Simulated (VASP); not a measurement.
Wanted: the native input for a VASP 6.6.1 run.

| Quantity | Value |
| --- | --- |
| Task | single point |
| Functional | r2SCAN |
| Potentials or basis | VASP PAW PBE potentials, release 64 (Ga_d, N) |
| Cutoff | 520 eV |
| k mesh | 12 × 12 × 6 |
| Occupations | gaussian, width 0.05 eV |
| Spin | no spin polarisation |
| Dipole correction | no |
| Further INCAR settings | ALGO = Normal; EDIFF = 1e-07; NBANDS = 26 |

The system is GaN.

```
CELL_PARAMETERS angstrom
3.18310 0.00000 0.00000
-1.59155 2.75664 0.00000
0.00000 0.00000 5.10584
ATOMIC_POSITIONS crystal
Ga 0.33333 0.66667 0.99911
Ga 0.66667 0.33333 0.49911
N 0.33333 0.66667 0.37589
N 0.66667 0.33333 0.87589
```

This cell differs from its parent crystal: strain +0.000 along x and y, -0.015 along z.

One way to write it, as run:

POSCAR

```
GaN
1.0
    3.1830984299      0.0000000000      0.0000000000
   -1.5915492150      2.7566441030      0.0000000000
    0.0000000000      0.0000000000      5.1058422989
Ga N
2 2
Direct
    0.3333333333      0.6666666667      0.9991101046
    0.6666666667      0.3333333333      0.4991101046
    0.3333333333      0.6666666667      0.3758898954
    0.6666666667      0.3333333333      0.8758898954
```

INCAR.step1

```
SYSTEM = GaN
PREC = Accurate ; ENCUT = 520
ISMEAR = 0 ; SIGMA = 0.05
LREAL = .False. ; LASPH = .True.
NELM = 80 ; NBANDS = 26
GGA = PE ; ALGO = Normal
EDIFF = 1E-4 ; LWAVE = .True.
LCHARG = .False.
```

INCAR.step2

```
SYSTEM = GaN
PREC = Accurate ; ENCUT = 520
EDIFF = 1E-7 ; ISMEAR = 0
SIGMA = 0.05 ; LREAL = .False.
LASPH = .True. ; NELM = 80
ALGO = Normal ; ISIF = 2
LWAVE = .False. ; LCHARG = .False.
METAGGA = R2SCAN ; LMIXTAU = .True.
NBANDS = 26 ; ISTART = 1
```

KPOINTS

```
regular mesh
0
Gamma
  12 12 6
  0 0 0
```

Potentials or basis: VASP PAW PBE potentials, release 64 (Ga_d, N).

The run is started by

```bash
$ cat potpaw_PBE.64/Ga_d/POTCAR potpaw_PBE.64/N/POTCAR > POTCAR
$ cp INCAR.step1 INCAR
$ mpirun -np 1 vasp_std > vasp.out
$ cp INCAR.step2 INCAR
$ mpirun -np 1 vasp_std > vasp.out
```

It gave:

The pressure is 4.2 GPa. The largest force is 0.183 eV/Å. The band gap on the k mesh is 2.47 eV.

Caveat: the cell differs from its parent crystal (strain +0.000 along x and y, -0.015 along z); the stress differs along the axes, from 2 to 8 GPa; the PAW data sets were made with another functional, which shifts forces and pressure a little.

Run time: 3.4 min on 1 thread of Intel(R) Xeon(R) Platinum 8488C (Sapphire Rapids), with other jobs on the host, peak memory 0.21 GiB.
